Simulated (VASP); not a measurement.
# TaN (Fm-3m) in VASP: a series of runs

The runs below take TaN through elastic constants, with PBE, PBEsol.

Program: VASP 6.6.1. These are calculated values, not measurements. Logs are shortened: lines on timing, memory, paths and dates and some standing lists are left out, and cuts for length are marked.

## 1. The cell of the first run

Symmetry: Fm-3m, No. 225, cubic system. The conventional cell has a = 4.423 Å, b = 4.423 Å, c = 4.423 Å, α = 90.00°, β = 90.00°, γ = 90.00°. Within 2.9 Å of Ta (site symmetry m-3m) lie 6 N at 2.21 Å. N (site symmetry m-3m) has 6 Ta at 2.21 Å within 2.9 Å.

## 2. Elastic constants, PBE

The input, INCAR:

```
  PREC = Accurate
  ENCUT = 600
  EDIFF = 1E-8
  ISMEAR = -1
  SIGMA = 0.05
  LREAL = F
  LASPH = T
  NELM = 100
  ALGO = Normal
  ISIF = 3
  LWAVE = F
  LCHARG = F
  GGA = PE
  NBANDS = 15
  IBRION = 6
  NFREE = 2
  POTIM = 0.015
  NSW = 1
```

The input, KPOINTS:

```
Automatic mesh
0
Gamma
  7 7 7
```

The input, POSCAR:

```
TaN
1.0
    0.0000000000      2.2113230000      2.2113230000
    2.2113230000      0.0000000000      2.2113230000
    2.2113230000      2.2113230000      0.0000000000
Ta N
1 1
Direct
    0.5000000000      0.5000000000      0.5000000000
    0.0000000000      0.0000000000      0.0000000000
```

Potentials or basis: VASP PAW PBE potentials, release 64 (Ta_pv, N).

Command:

```sh
$ cat potpaw_PBE.64/Ta_pv/POTCAR potpaw_PBE.64/N/POTCAR > POTCAR
$ mpirun -np 1 vasp_std > vasp.out
```

OUTCAR:

```text
PREC = Accurate
   ENCUT = 600
   EDIFF = 1E-8
   ISMEAR = -1
   LREAL = F
   LASPH = T
   NELM = 100
   ISIF = 3
   GGA = PE
   IBRION = 6
   NFREE = 2
   POTIM = 0.015
   NSW = 1

 ion  position               nearest neighbor table
   1  0.500  0.500  0.500-   2 2.21   2 2.21   2 2.21   2 2.21   2 2.21   2 2.21
   2  0.000  0.000  0.000-   1 2.21   1 2.21   1 2.21   1 2.21   1 2.21   1 2.21

  LATTYP: Found a face centered cubic cell.
 ALAT       =     4.4226460000

  Lattice vectors:

 A1 = (   0.0000000000,   2.2113230000,   2.2113230000)
 A2 = (   2.2113230000,   0.0000000000,   2.2113230000)
 A3 = (   2.2113230000,   2.2113230000,   0.0000000000)

Analysis of symmetry for initial positions (statically):
=====================================================================
 Subroutine PRICEL returns:
 Original cell was already a primitive cell.

 Routine SETGRP: Setting up the symmetry group for a
 face centered cubic supercell.

 Subroutine GETGRP returns: Found 48 space group operations
 (whereof 48 operations were pure point group operations)
 out of a pool of 48 trial point group operations.

The static configuration has the point symmetry O_h .

Analysis of symmetry for dynamics (positions and initial velocities):
=====================================================================
 Subroutine PRICEL returns:
 Original cell was already a primitive cell.

 Routine SETGRP: Setting up the symmetry group for a
 face centered cubic supercell.

 Subroutine GETGRP returns: Found 48 space group operations
 (whereof 48 operations were pure point group operations)
 out of a pool of 48 trial point group operations.

The dynamic configuration has the point symmetry O_h .

 Subroutine INISYM returns: Found 48 space group operations
 (whereof 48 operations are pure point group operations),
 and found     1 'primitive' translations

----------------------------------------------------------------------------------------

                                     Primitive cell

  volume of cell :      21.6265

  direct lattice vectors                    reciprocal lattice vectors
     0.000000000  2.211323000  2.211323000    -0.226108985  0.226108985  0.226108985
     2.211323000  0.000000000  2.211323000     0.226108985 -0.226108985  0.226108985
     2.211323000  2.211323000  0.000000000     0.226108985  0.226108985 -0.226108985

  length of vectors
     3.127282977  3.127282977  3.127282977     0.391632251  0.391632251  0.391632251

  position of ions in fractional coordinates (direct lattice)
     0.500000000  0.500000000  0.500000000
     0.000000000  0.000000000  0.000000000

  ion indices of the primitive-cell ions
   primitive index   ion index
                 1           1
                 2           2

----------------------------------------------------------------------------------------

 KPOINTS: Automatic mesh

Automatic generation of k-mesh.
 Grid dimensions read from file:
 generate k-points for:    7    7    7

 Generating k-lattice:

  Cartesian coordinates                     Fractional coordinates (reciprocal lattice)
    -0.032301284  0.032301284  0.032301284     0.142857143  0.000000000  0.000000000
[... 108 lines left out ...]
  Direction    XX          YY          ZZ          XY          YZ          ZX
  --------------------------------------------------------------------------------------
  -------------------------------------------------------------------------------------
  Total       -0.1033725     -0.1033725     -0.1033725     -0.0000000      0.0000000     -0.0000000
  in kB       -7.6582392     -7.6582392     -7.6582392     -0.0000000      0.0000000     -0.0000000
  external PRESSURE =      -7.6582392 kB  Pullay stress =       0.0000000 kB
[... 89 lines left out ...]
  FREE ENERGIE OF THE ION-ELECTRON SYSTEM (eV)
  ---------------------------------------------------
  free  energy   TOTEN  =       -21.8454384634 eV

  energy  without entropy=      -21.8359964298  energy(sigma->0) =      -21.84071745

[... ionic steps 4 to 14 ...]

--------------------------------------- Ionic step       15  -------------------------------------------

 number of electron      15.9999999 magnetization

------------------------ aborting loop because EDIFF is reached ----------------------------------------
[... 67 lines left out ...]
--------------------------------------- Ionic step       17  -------------------------------------------

 number of electron      15.9999999 magnetization

 Free energy of the ion-electron system (eV)
  ---------------------------------------------------
  ext. energy  EPLUGINS =         0.00000000
  ---------------------------------------------------
  free energy    TOTEN  =       -21.85485614 eV

  energy without entropy =      -21.84465853  energy(sigma->0) =      -21.84975733

 E-fermi :   9.3422     XC(G=0): -13.3455

 val. band max:        9.2987859442   @ k =   0.0000  -0.2857   0.1429
 cond. band min:       9.3716583213   @ k =   0.2857   0.0000   0.0000
 fundamental gap:      0.0728723771
 Fermi energy:         9.3422491901

 k-point     1 :       0.0000    0.0000    0.0000
  band No.  band energies     occupation
      1     -26.4897      2.00000
      2     -26.4894      2.00000
      3     -26.4894      2.00000
      4      -9.3469      2.00000
      5       5.6014      2.00000
      6       5.6014      2.00000
      7       5.6026      2.00000
      8       7.2821      2.00000
      9       7.2891      2.00000
     10       7.2891      2.00000
     11       9.3989      0.48744
     12       9.4059      0.43728
     13      10.7402      0.00000
     14      18.7482      0.00000
[... 401 lines left out ...]
      2     -26.6748      2.00000
      3     -26.5894      2.00000
      4      -6.7032      2.00000
      5      -0.3151      2.00000
      6       2.1311      2.00000
      7       2.1971      2.00000
      8      10.1630      0.00000
      9      10.9070      0.00000
     10      11.0104      0.00000
     11      14.3611      0.00000
     12      16.4152      0.00000
     13      16.5127      0.00000
     14      19.8732      0.00000
     15      21.6403      0.00000

 [... further k-points ...]

------------------------ aborting loop because EDIFF is reached ----------------------------------------

  FORCE on cell =-STRESS in cart. coord.  units (eV):
  Direction    XX          YY          ZZ          XY          YZ          ZX
  --------------------------------------------------------------------------------------
  -------------------------------------------------------------------------------------
  Total       -0.0841406     -0.1071545     -0.1071545     -0.0000000      0.0000000     -0.0000000
  in kB       -6.2334701     -7.9384285     -7.9384285     -0.0000000      0.0000000     -0.0000000
  external PRESSURE =      -7.3701091 kB  Pullay stress =       0.0000000 kB
[... 17 lines left out ...]
  FREE ENERGIE OF THE ION-ELECTRON SYSTEM (eV)
  ---------------------------------------------------
  free  energy   TOTEN  =       -21.8548561417 eV

  energy  without entropy=      -21.8446585263  energy(sigma->0) =      -21.84975733

 INTERNAL STRAIN TENSORS FROM STRAINED CELLS
 ============================================

 INTERNAL STRAIN TENSOR FOR ION    1 for displacements in x,y,z  (eV/Angst):
          X           Y           Z          XY          YZ          ZX
  --------------------------------------------------------------------------------
  x    -0.00000     0.00000    -0.00000     0.00000     0.00000     0.00000
  y     0.00000     0.00000     0.00000     0.00000    -0.00000    -0.00000
  z     0.00000     0.00000    -0.00000    -0.00000     0.00000    -0.00000

 INTERNAL STRAIN TENSORS FROM DISPLACED ATOMS
 ============================================

 INTERNAL STRAIN TENSOR FOR ION    1 for displacements in x,y,z  (eV/Angst):
          X           Y           Z          XY          YZ          ZX
  --------------------------------------------------------------------------------
  x     0.00000     0.00000     0.00000     0.00000     0.00000     0.00000
  y     0.00000     0.00000     0.00000     0.00000     0.00000     0.00000
  z     0.00000     0.00000     0.00000     0.00000     0.00000     0.00000

 INTERNAL STRAIN TENSOR FOR ION    2 for displacements in x,y,z  (eV/Angst):
          X           Y           Z          XY          YZ          ZX
  --------------------------------------------------------------------------------
  x     0.00000     0.00000     0.00000     0.00000     0.00000     0.00000
  y     0.00000     0.00000     0.00000     0.00000     0.00000     0.00000
  z     0.00000     0.00000     0.00000     0.00000     0.00000     0.00000

 Eigenvectors and eigenvalues of the dynamical matrix
 ----------------------------------------------------

   1 f  =    7.729317 THz    48.564733 2PiTHz  257.822271 cm-1    31.965873 meV
             X         Y         Z           dx          dy          dz
      2.211323  2.211323  2.211323    -0.267990    0.000000    0.000000
      0.000000  0.000000  0.000000     0.963422   -0.000000    0.000000
[... 21 lines left out ...]
   6 f/i=    0.000003 THz     0.000019 2PiTHz    0.000102 cm-1     0.000013 meV
             X         Y         Z           dx          dy          dz
      2.211323  2.211323  2.211323    -0.000664    0.058703    0.961631
      0.000000  0.000000  0.000000    -0.000185    0.016329    0.267492

--------------------------------------------------------------------------------------------------------

 ELASTIC MODULI CONTR FROM IONIC RELAXATION (kBar)
 Direction    XX          YY          ZZ          XY          YZ          ZX
 --------------------------------------------------------------------------------
 XX           0.0000      0.0000      0.0000      0.0000      0.0000      0.0000
 YY           0.0000      0.0000      0.0000      0.0000      0.0000      0.0000
 ZZ           0.0000      0.0000      0.0000      0.0000      0.0000      0.0000
 XY           0.0000      0.0000      0.0000      0.0000      0.0000      0.0000
 YZ           0.0000      0.0000      0.0000      0.0000      0.0000      0.0000
 ZX           0.0000      0.0000      0.0000      0.0000      0.0000      0.0000
 --------------------------------------------------------------------------------

 TOTAL ELASTIC MODULI (kBar)
 Direction    XX          YY          ZZ          XY          YZ          ZX
 --------------------------------------------------------------------------------
 XX        7001.5949   1442.5905   1442.5905      0.0000      0.0000     -0.0000
 YY        1442.5905   7001.5949   1442.5905     -0.0000      0.0000     -0.0000
 ZZ        1442.5905   1442.5905   7001.5949      0.0000      0.0000     -0.0000
 XY           0.0000     -0.0000      0.0000    -25.0489      0.0000      0.0000
 YZ           0.0000      0.0000      0.0000      0.0000    -25.0489     -0.0000
 ZX          -0.0000     -0.0000     -0.0000      0.0000     -0.0000    -25.0489
 --------------------------------------------------------------------------------
```

It took 9.6 min on 1 thread of Intel Xeon 8259CL, shared host; peak memory 0.21 GiB.

Results:

```yaml
Elastic_constants_C11_C12_C44: 700, 144, -3 GPa
Voigt_bulk_modulus: 330 GPa
Highest_phonon_frequency_at_Γ: 258 cm⁻¹
```

Phonon frequencies in cm⁻¹ (negative: imaginary):
```
              q point        frequencies
(0.000, 0.000, 0.000)  0 0 0 258 258 258
```

Elastic tensor in Voigt notation (GPa, in the Cartesian axes of the cell as first typed):
```
700 144 144   0   0   0
144 700 144   0   0   0
144 144 700   0   0   0
  0   0   0  -3   0   0
  0   0   0   0  -3   0
  0   0   0   0   0  -3
```

Clamped-ion elastic tensor (GPa):
```
700 144 144   0   0   0
144 700 144   0   0   0
144 144 700   0   0   0
  0   0   0  -3   0   0
  0   0   0   0  -3   0
  0   0   0   0   0  -3
```

Caveat: the elastic tensor has a negative eigenvalue, so either the cell is unstable as it stands or the mesh is too thin; spin-orbit coupling is left out, which moves the levels of the heavy elements.

## 3. Elastic constants, PBEsol

The input, INCAR:

```
  ALGO = Normal
  EDIFF = 1E-8
  ENCUT = 600
  GGA = PS
  IBRION = 6
  ISIF = 3
  ISMEAR = -1
  LASPH = True
  LCHARG = True
  LREAL = False
  LWAVE = False
  NBANDS = 15
  NELM = 80
  NFREE = 2
  NSW = 1
  POTIM = 0.015
  PREC = Accurate
  SIGMA = 0.05
```

The input, KPOINTS:

```
k-points
0
Gamma
  7 7 7
```

POSCAR is that of step 2.

Potentials or basis: VASP PAW PBE potentials, release 64 (Ta_pv, N).

Command:

```sh
$ cat potpaw_PBE.64/Ta_pv/POTCAR potpaw_PBE.64/N/POTCAR > POTCAR
$ mpirun -np 1 vasp_std > vasp.out
```

Run time: 9.4 min. Hardware: 1 thread of Intel Xeon 8259CL, shared host; peak memory 0.21 GiB.

Results (log left out):

```
Elastic constants C11, C12, C44 : 682, 145, -3 GPa
Voigt bulk modulus              : 324 GPa
Highest phonon frequency at Γ   : 245 cm⁻¹
```

Phonon frequencies in cm⁻¹ (negative: imaginary):
| q point | frequencies |
| --- | --- |
| (0.000, 0.000, 0.000) | 0 0 0 245 245 245 |

Elastic tensor in Voigt notation (GPa, in the Cartesian axes of the cell as first typed):
```
682 145 145   0   0   0
145 682 145   0   0   0
145 145 682   0   0   0
  0   0   0  -3   0   0
  0   0   0   0  -3   0
  0   0   0   0   0  -3
```

Clamped-ion elastic tensor (GPa):
```
682 145 145   0   0   0
145 682 145   0   0   0
145 145 682   0   0   0
  0   0   0  -3   0   0
  0   0   0   0  -3   0
  0   0   0   0   0  -3
```

Caveat: the cell is under stress, which shifts elastic constants; the elastic tensor has a negative eigenvalue, so either the cell is unstable as it stands or the mesh is too thin; the PAW data sets were made with another functional, which shifts forces and pressure a little; spin-orbit coupling is left out, which moves the levels of the heavy elements.

## 4. Elastic constants, PBEsol

The input, INCAR:

```
SYSTEM = TaN
ALGO     = Normal         ! electronic algorithm
EDIFF    = 1E-8           ! SCF threshold, eV
ENCUT    = 600            ! plane-wave cutoff, eV
GGA      = PS             ! functional
IBRION   = 6              ! ionic algorithm
ISIF     = 3              ! what is computed and relaxed
ISMEAR   = -1             ! smearing method
LASPH    = .TRUE.         ! aspherical terms in the spheres
LCHARG   = .TRUE.         ! write CHGCAR
LREAL    = .FALSE.        ! projectors in reciprocal space
LWAVE    = .FALSE.        ! write WAVECAR
NBANDS   = 15             ! bands
NELM     = 80             ! most SCF steps
NFREE    = 2            
NSW      = 1              ! ionic steps
POTIM    = 0.015          ! step
PREC     = Accurate       ! precision mode
SIGMA    = 0.05           ! smearing width, eV
```

The input, KPOINTS:

```
k-points
0
G
  10 10 10
  0 0 0
```

POSCAR is that of step 3.

Command:

```sh
$ cat potpaw_PBE.64/Ta_pv/POTCAR potpaw_PBE.64/N/POTCAR > POTCAR
$ mpirun -np 1 vasp_std > vasp.out
```

Wall time 19 min (1 thread of Intel Xeon 8259CL, shared host); peak memory 0.33 GiB.

Results (log left out):

- Elastic constants C11, C12, C44: 619, 175, 96 GPa
- Voigt bulk modulus: 323 GPa
- Highest phonon frequency at Γ: 367 cm⁻¹

Phonon frequencies in cm⁻¹ (negative: imaginary):
| q point | frequencies |
| --- | --- |
| (0.000, 0.000, 0.000) | 0 0 0 367 367 367 |

Elastic tensor in Voigt notation (GPa, in the Cartesian axes of the cell as first typed):
```
619 175 175   0   0   0
175 619 175   0   0   0
175 175 619   0   0   0
  0   0   0  96   0   0
  0   0   0   0  96   0
  0   0   0   0   0  96
```

Clamped-ion elastic tensor (GPa):
```
619 175 175   0   0   0
175 619 175   0   0   0
175 175 619   0   0   0
  0   0   0  96   0   0
  0   0   0   0  96   0
  0   0   0   0   0  96
```

Caveat: the cell is under stress, which shifts elastic constants; the PAW data sets were made with another functional, which shifts forces and pressure a little; spin-orbit coupling is left out, which moves the levels of the heavy elements.
